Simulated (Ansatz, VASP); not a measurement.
Given: the input of a run of VASP 6.6.1 on MgO.

INCAR

```
  PREC = Accurate
  ENCUT = 520
  EDIFF = 1E-6
  ISMEAR = -1
  SIGMA = 0.05
  LREAL = F
  LASPH = T
  NELM = 80
  ALGO = Normal
  ISIF = 2
  LWAVE = F
  LCHARG = F
  GGA = PS
  NBANDS = 16
```

KPOINTS

```
regular mesh
0
Gamma
  9 9 6
```

The input POSCAR:

```
MgO
1.0
    3.2855864049      0.0000000000      0.0000000000
   -1.6427932025      2.8454012930      0.0000000000
    0.0000000000      0.0000000000      4.9494385035
Mg O
2 2
Direct
    0.6666666667      0.3333333333      0.5021597400
    0.3333333333      0.6666666667      0.0021597400
    0.6666666667      0.3333333333      0.9024402600
    0.3333333333      0.6666666667      0.4024402600
```

Potentials or basis: VASP PAW PBE potentials, release 64 (Mg, O).

Command:

```bash
$ cat potpaw_PBE.64/Mg/POTCAR potpaw_PBE.64/O/POTCAR > POTCAR
$ mpirun -np 1 vasp_std > vasp.out
```

Problem. Translate it to Ansatz 0.2.0. Potentials there: Ansatz PAW.

Solution. As run (the cutoff follows the program's own potentials):

File input.yaml:

```yaml
crystal:
  lattice:
    - [3.2855864049, 0.0, 0.0]
    - [-1.6427932025, 2.845401293, 0.0]
    - [0.0, 0.0, 4.9494385035]
  atoms:
    - { symbol: Mg, position: [0.6666666667, 0.3333333333, 0.50215974] }
    - { symbol: Mg, position: [0.3333333333, 0.6666666667, 0.00215974] }
    - { symbol: O, position: [0.6666666667, 0.3333333333, 0.90244026] }
    - { symbol: O, position: [0.3333333333, 0.6666666667, 0.40244026] }
hamiltonian:
  xc: pbesol
  pseudopotentials: { kind: paw }
kpoints:
  mp_grid: { grid: [9, 9, 6] }
scf:
  occupations: { method: fermi_dirac, width: 0.05 }
output:
  forces: true
  stress: true
  eigenvalues: true
```

Potentials or basis: Ansatz PAW.

Command:

```bash
$ ansatz run input.yaml --threads 1 --pin off --max-ram 3584MiB --backend cpu --events-out ev --progress --plain --runs-dir out
```

Both were run:

|  | VASP | Ansatz | Ansatz less VASP |
| --- | --- | --- | --- |
| gap on the k mesh at the Fermi level (eV) | 3.45 | 3.45 | +0.001 |
| least direct gap on the mesh (eV) | 3.45 | 3.45 | +0.001 |
| pressure (GPa) | 2.7 | 2.9 | +0.25 |
| traceless stress, the component that is largest in VASP (GPa) | -0.24 | -0.26 | -0.020 |
| rms of the force components (eV/Å) | 0.006 | 0.006 | 0.0000 |

VASP's potentials were made for PBE, not for PBEsol. Atom by atom the forces differ by 0.000 eV/Å (rms over components). VASP's potentials hold 16 valence electrons a cell and Ansatz's 32, so a difference there can come from the potentials and not from the codes.

Noted on Ansatz's run: odd divisions of the mesh miss points on the zone boundary, where band edges often lie, so the gap on the mesh can be too wide.
